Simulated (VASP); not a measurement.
# Sr (P6_3/mmc) in VASP: further runs, part 2 of 3

VASP 6.6.1. The steps go on from the part before.

### Step 3. Electric field gradients, PBE (volume scaled by 0.96)

INCAR reads:

```
SYSTEM = Sr
ALGO = Normal ; EDIFF = 1E-8
ENCUT = 520 ; GGA = PE
ISIF = 2 ; ISMEAR = -1
LASPH = .True. ; LCHARG = .False.
LEFG = .True. ; LREAL = .False.
LWAVE = .False. ; NBANDS = 17
NELM = 60 ; PREC = Accurate
SIGMA = 0.08
```

KPOINTS reads:

```
k-points
0
Gamma
  10 10 5
  0 0 0
```

POSCAR reads:

```
Sr
1.0
    4.2517498339      0.0000000000      0.0000000000
   -2.1258749170      3.6821233666      0.0000000000
    0.0000000000      0.0000000000      6.9547180496
Sr
2
Direct
    0.3333333333      0.6666666667      0.2500000000
    0.6666666667      0.3333333333      0.7500000000
```

Potentials or basis: VASP PAW PBE potentials, release 64 (Sr_sv).

Started as:

```console
> cat potpaw_PBE.64/Sr_sv/POTCAR > POTCAR
> mpirun -np 1 vasp_std > vasp.out
```

OUTCAR:

```text
SYSTEM = Sr
   EDIFF = 1E-8
   ENCUT = 520
   GGA = PE
   ISIF = 2
   ISMEAR = -1
   LASPH = .True.
   LREAL = .False.
   NELM = 60
   PREC = Accurate

 ion  position               nearest neighbor table
   1  0.333  0.667  0.250-   2 4.26   2 4.26   2 4.26   2 4.26   2 4.26   2 4.26
   2  0.667  0.333  0.750-   1 4.26   1 4.26   1 4.26   1 4.26   1 4.26   1 4.26

  LATTYP: Found a hexagonal cell.
 ALAT       =     4.2517498339
 C/A-ratio  =     1.6357307747

  Lattice vectors:

 A1 = (   4.2517498339,   0.0000000000,   0.0000000000)
 A2 = (  -2.1258749170,   3.6821233666,   0.0000000000)
 A3 = (   0.0000000000,   0.0000000000,   6.9547180496)

Analysis of symmetry for initial positions (statically):
=====================================================================
 Subroutine PRICEL returns:
 Original cell was already a primitive cell.

 Routine SETGRP: Setting up the symmetry group for a
 hexagonal supercell.

 Subroutine GETGRP returns: Found 24 space group operations
 (whereof 12 operations were pure point group operations)
 out of a pool of 24 trial point group operations.

The static configuration has the point symmetry D_3d.
 The point group associated with its full space group is D_6h.

Analysis of symmetry for dynamics (positions and initial velocities):
=====================================================================
 Subroutine PRICEL returns:
 Original cell was already a primitive cell.

 Routine SETGRP: Setting up the symmetry group for a
 hexagonal supercell.

 Subroutine GETGRP returns: Found 24 space group operations
 (whereof 12 operations were pure point group operations)
 out of a pool of 24 trial point group operations.

The dynamic configuration has the point symmetry D_3d.
 The point group associated with its full space group is D_6h.

 Subroutine INISYM returns: Found 24 space group operations
 (whereof 12 operations are pure point group operations),
 and found     1 'primitive' translations

----------------------------------------------------------------------------------------

                                     Primitive cell

  volume of cell :     108.8794

  direct lattice vectors                    reciprocal lattice vectors
     4.251749834  0.000000000  0.000000000     0.235197281  0.135791213  0.000000000
    -2.125874917  3.682123367  0.000000000     0.000000000  0.271582427  0.000000000
     0.000000000  0.000000000  6.954718050     0.000000000  0.000000000  0.143787281

  length of vectors
     4.251749834  4.251749834  6.954718050     0.271582427  0.271582427  0.143787281

  position of ions in fractional coordinates (direct lattice)
     0.333333333  0.666666667  0.250000000
     0.666666667  0.333333333  0.750000000

  ion indices of the primitive-cell ions
   primitive index   ion index
                 1           1
                 2           2

----------------------------------------------------------------------------------------
[... 76 lines left out ...]
   ISIF   =      2    stress and relaxation
   ISYM   =      2    0-nonsym 1-usesym 2-fastsym
   POTIM  = 0.5000    time-step for ionic-motion
   TEBEG  =    0.0;   TEEND  =   0.0 temperature during run
   PSTRESS=    0.0 pullay stress
   NELECT =      20.0000    total number of electrons
   NUPDOWN=      -1.0000    fix difference up-down
   EMIN   =  10.00;   EMAX   =-10.00  energy-range for DOS
   EFERMI =   0.00;   METHOD = LEGACY
   ISMEAR =    -1;   SIGMA  =   0.08  broadening in eV -4-tet -1-fermi 0-gaus
   EFERMI_NEDOS =   21; number of points for ismear=-14 and -15
   IALGO  =     38    algorithm
   IMIX   =      4    mixing-type and parameters
     AMIX     =   0.40;   BMIX     =  1.00
     AMIX_MAG =   1.60;   BMIX_MAG =  1.00
  volume/ion in A,a.u.               =      54.44       367.38
  Fermi-wavevector in a.u.,A,eV,Ry     =   0.930614  1.758606 11.783226  0.866043
  Thomas-Fermi vector in A             =   2.057021
   LORBIT       =      0    0 simple, 1 ext, 2 COOP (PROOUT), +10 PAW based schemes
   GGA     = PE    functional components
   LHFCALC =     F    Hartree Fock is set to
   AEXX    =    0.0000 exact exchange contribution
   IVDW    =     0    specifies the selected vdW correction
   LEPSILON=     F    determine dielectric tensor
   LRPA    =     F    only Hartree local field effects (RPA)
 non-spin polarized calculation
  energy-cutoff  :      520.00
  volume of cell :      108.88
 maximum number of plane-waves:      2947
 NGX is ok and might be reduce to    32
   NGX = 15   NGY = 15   NGZ = 25

 number of electron      20.0000000 magnetization

 Free energy of the ion-electron system (eV)
  ---------------------------------------------------
  ext. energy  EPLUGINS =         0.00000000
  ---------------------------------------------------
  free energy    TOTEN  =        -3.29525463 eV

  energy without entropy =       -3.23517939  energy(sigma->0) =       -3.26521701

 E-fermi :   1.6228     XC(G=0):  -7.3806

 val. band max:        1.6219850514   @ k =   0.3000   0.3000   0.0000
 cond. band min:       1.6349122420   @ k =   0.3000   0.0000   0.0000
 fundamental gap:      0.0129271906
 Fermi energy:         1.6227976629

 k-point     1 :       0.0000    0.0000    0.0000
  band No.  band energies     occupation
      1     -34.9713      2.00000
      2     -34.9568      2.00000
      3     -17.0568      2.00000
      4     -16.8870      2.00000
      5     -16.8870      2.00000
      6     -16.8594      2.00000
[... 457 lines left out ...]
      4     -17.0175      2.00000
      5     -16.9538      2.00000
      6     -16.9323      2.00000
[... 9 lines left out ...]
     16       5.4842      0.00000
     17       5.7901      0.00000

 [... further k-points ...]

------------------------ aborting loop because EDIFF is reached ----------------------------------------

  FORCE on cell =-STRESS in cart. coord.  units (eV):
  Direction    XX          YY          ZZ          XY          YZ          ZX
  --------------------------------------------------------------------------------------
  -------------------------------------------------------------------------------------
  Total        0.0979985      0.0979985      0.1901911     -0.0000000      0.0000000      0.0000000
  in kB        1.4420634      1.4420634      2.7986933     -0.0000000      0.0000000      0.0000000
  external PRESSURE =       1.8942734 kB  Pullay stress =       0.0000000 kB

 VOLUME and BASIS-vectors are now :
 -----------------------------------------------------------------------------
  energy-cutoff  :      520.00
  volume of cell :      108.88
      direct lattice vectors                 reciprocal lattice vectors
     4.251749834  0.000000000  0.000000000     0.235197281  0.135791213  0.000000000
    -2.125874917  3.682123367  0.000000000     0.000000000  0.271582427  0.000000000
     0.000000000  0.000000000  6.954718050     0.000000000  0.000000000  0.143787281

 POSITION                                       TOTAL-FORCE (eV/Angst)
 -----------------------------------------------------------------------------------
     -0.00000      2.45475      1.73868        -0.000000     -0.000000      0.000000
      2.12587      1.22737      5.21604         0.000000      0.000000      0.000000
 -----------------------------------------------------------------------------------
    total drift:                               -0.000000      0.000000     -0.000000

  FREE ENERGIE OF THE ION-ELECTRON SYSTEM (eV)
  ---------------------------------------------------
  free  energy   TOTEN  =        -3.2952546255 eV

  energy  without entropy=       -3.2351793856  energy(sigma->0) =       -3.26521701

 Electric field gradients (V/A^2)
---------------------------------------------------------------------
 ion       V_xx      V_yy      V_zz      V_xy      V_xz      V_yz
---------------------------------------------------------------------
   1       2.225     2.226    -4.451     0.000     0.000    -0.000
   2       2.225     2.226    -4.451     0.000    -0.000     0.000
---------------------------------------------------------------------

 Electric field gradients after diagonalization (V/A^2)
 (convention: |V_zz| > |V_xx| > |V_yy|)
----------------------------------------------------------------------
 ion       V_xx      V_yy      V_zz     asymmetry (V_yy - V_xx)/ V_zz
----------------------------------------------------------------------
   1       2.226     2.225    -4.451       0.000
   2       2.226     2.225    -4.451       0.000
----------------------------------------------------------------------

           NMR quadrupolar parameters

 Cq : quadrupolar parameter    Cq=e*Q*V_zz/h
 eta: asymmetry parameters     (V_yy - V_xx)/ V_zz
 Q  : nuclear electric quadrupole moment in mb (millibarn)
----------------------------------------------------------------------
 ion       Cq(MHz)       eta       Q (mb)
----------------------------------------------------------------------
   1      -0.011       0.000       1.000
   2      -0.011       0.000       1.000
----------------------------------------------------------------------
```

stdout:

```text
POSCAR found type information on POSCAR Sr
 POSCAR found :  1 types and       2 ions
 scaLAPACK will be used
 LDA part: xc-table for (Slater+PW92), standard interpolation
 POSCAR, INCAR and KPOINTS ok, starting setup
 FFT: planning ... GRIDC
 FFT: planning ... GRID_SOFT
 FFT: planning ... GRID
 WAVECAR not read
 entering main loop
ion   1

ion   2
```

It took 46 s on 1 thread of Intel Xeon 6975P-C, shared host; peak memory 0.25 GiB.

What came out:

```
Free energy            : -3.2953 eV
Pressure               : 0.2 GPa
Band gap on the k mesh : zero (band 10 reaches 1.75 eV, above the bottom of band 11 at 1.62 eV)
```

Stress tensor (GPa, compression positive):
```
0.14 0.00 0.00
0.00 0.14 0.00
0.00 0.00 0.28
```

Levels at points of the mesh, in eV from the Fermi level:
| k point | band 6 | band 7 | band 8 | band 9 | band 10 | band 11 | band 12 | band 13 | band 14 | band 15 |
| --- | --- | --- | --- | --- | --- | --- | --- | --- | --- | --- |
| (0.00, 0.00, 0.00) | -18.48 | -18.48 | -18.48 | -3.67 | -1.14 | 0.07 | 2.31 | 2.31 | 2.31 | 2.72 |
| (0.50, 0.00, 0.00) | -18.56 | -18.52 | -18.51 | -1.12 | -0.54 | 0.06 | 0.24 | 1.32 | 1.90 | 2.21 |

Electric field gradients, principal values (V/Å²):
| atom | least | middle | greatest (by size) |
| --- | --- | --- | --- |
| 1 Sr | 2.225 | 2.226 | -4.451 |
| 2 Sr | 2.225 | 2.226 | -4.451 |

Caveat: the cell differs from its parent crystal (volume scaled by 0.96); without QUAD_EFG the Cq values of the log hold for a quadrupole moment of 1 mb, not for the nuclei.

### Step 4. Electric field gradients, PBE

This run uses another cell than the first one, of 56.71 Å³/atom, 1.042 times its volume.

INCAR reads:

```
  PREC = Accurate
  ENCUT = 520
  EDIFF = 1E-8
  ISMEAR = -1
  SIGMA = 0.08
  LREAL = False
  LASPH = True
  NELM = 80
  ALGO = Normal
  ISIF = 2
  LWAVE = False
  LCHARG = False
  GGA = PE
  LEFG = True
  NBANDS = 17
```

KPOINTS reads:

```
Automatic mesh
0
Gamma
  10 10 5
```

POSCAR reads:

```
Sr
1.0
    4.3100002207      0.0000000000      0.0000000000
   -2.1550001104      3.7325696814      0.0000000000
    0.0000000000      0.0000000000      7.0500000000
Sr
2
Direct
    0.3333333333      0.6666666667      0.2500000000
    0.6666666667      0.3333333333      0.7500000000
```

Potentials or basis: VASP PAW PBE potentials, release 64 (Sr_sv).

Started as:

```console
> cat potpaw_PBE.64/Sr_sv/POTCAR > POTCAR
> mpirun -np 1 vasp_std > vasp.out
```

OUTCAR:

```text
PREC = Accurate
   ENCUT = 520
   EDIFF = 1E-8
   ISMEAR = -1
   LREAL = False
   LASPH = True
   NELM = 80
   ISIF = 2
   GGA = PE

 ion  position               nearest neighbor table
   1  0.333  0.667  0.250-   2 4.31   2 4.31   2 4.31   2 4.31   2 4.31   2 4.31
   2  0.667  0.333  0.750-   1 4.31   1 4.31   1 4.31   1 4.31   1 4.31   1 4.31

  LATTYP: Found a hexagonal cell.
 ALAT       =     4.3100002207
 C/A-ratio  =     1.6357307747

  Lattice vectors:

 A1 = (   4.3100002207,   0.0000000000,   0.0000000000)
 A2 = (  -2.1550001104,   3.7325696814,   0.0000000000)
 A3 = (   0.0000000000,   0.0000000000,   7.0500000000)

Analysis of symmetry for initial positions (statically):
=====================================================================
 Subroutine PRICEL returns:
 Original cell was already a primitive cell.

 Routine SETGRP: Setting up the symmetry group for a
[... 670 lines left out ...]
  energy-cutoff  :      520.00
  volume of cell :      113.42
      direct lattice vectors                 reciprocal lattice vectors
     4.310000221  0.000000000  0.000000000     0.232018550  0.133955972  0.000000000
    -2.155000110  3.732569681  0.000000000     0.000000000  0.267911944  0.000000000
     0.000000000  0.000000000  7.050000000     0.000000000  0.000000000  0.141843972

 POSITION                                       TOTAL-FORCE (eV/Angst)
 -----------------------------------------------------------------------------------
     -0.00000      2.48838      1.76250        -0.000000     -0.000000      0.000000
      2.15500      1.24419      5.28750         0.000000      0.000000      0.000000
 -----------------------------------------------------------------------------------
    total drift:                               -0.000000      0.000000     -0.000000

  FREE ENERGIE OF THE ION-ELECTRON SYSTEM (eV)
  ---------------------------------------------------
  free  energy   TOTEN  =        -3.2940662225 eV

  energy  without entropy=       -3.2335801700  energy(sigma->0) =       -3.26382320

 Electric field gradients (V/A^2)
---------------------------------------------------------------------
 ion       V_xx      V_yy      V_zz      V_xy      V_xz      V_yz
---------------------------------------------------------------------
   1       2.316     2.316    -4.633     0.000     0.000    -0.000
   2       2.316     2.316    -4.633     0.000    -0.000     0.000
---------------------------------------------------------------------

 Electric field gradients after diagonalization (V/A^2)
 (convention: |V_zz| > |V_xx| > |V_yy|)
----------------------------------------------------------------------
 ion       V_xx      V_yy      V_zz     asymmetry (V_yy - V_xx)/ V_zz
----------------------------------------------------------------------
   1       2.316     2.316    -4.633       0.000
   2       2.316     2.316    -4.633       0.000
----------------------------------------------------------------------

           NMR quadrupolar parameters

 Cq : quadrupolar parameter    Cq=e*Q*V_zz/h
 eta: asymmetry parameters     (V_yy - V_xx)/ V_zz
 Q  : nuclear electric quadrupole moment in mb (millibarn)
----------------------------------------------------------------------
 ion       Cq(MHz)       eta       Q (mb)
----------------------------------------------------------------------
   1      -0.011       0.000       1.000
   2      -0.011       0.000       1.000
----------------------------------------------------------------------
```

stdout:

```text
POSCAR found type information on POSCAR Sr
 POSCAR found :  1 types and       2 ions
 scaLAPACK will be used
 LDA part: xc-table for (Slater+PW92), standard interpolation
 POSCAR, INCAR and KPOINTS ok, starting setup
 FFT: planning ... GRIDC
 FFT: planning ... GRID_SOFT
 FFT: planning ... GRID
 WAVECAR not read
 entering main loop
ion   1

ion   2
```

Wall time 57 s (1 thread of Intel Xeon 6975P-C, shared host); peak memory 0.26 GiB.

What came out:

```
Free energy            : -3.2941 eV
Pressure               : -0.3 GPa
Band gap on the k mesh : zero (band 10 reaches 1.61 eV, above the bottom of band 11 at 1.47 eV)
```

Electric field gradients, principal values (V/Å²):
| atom | least | middle | greatest (by size) |
| --- | --- | --- | --- |
| 1 Sr | 2.316 | 2.316 | -4.633 |
| 2 Sr | 2.316 | 2.316 | -4.633 |

Caveat: without QUAD_EFG the Cq values of the log hold for a quadrupole moment of 1 mb, not for the nuclei.

(Part 2 of 3 ends here.)
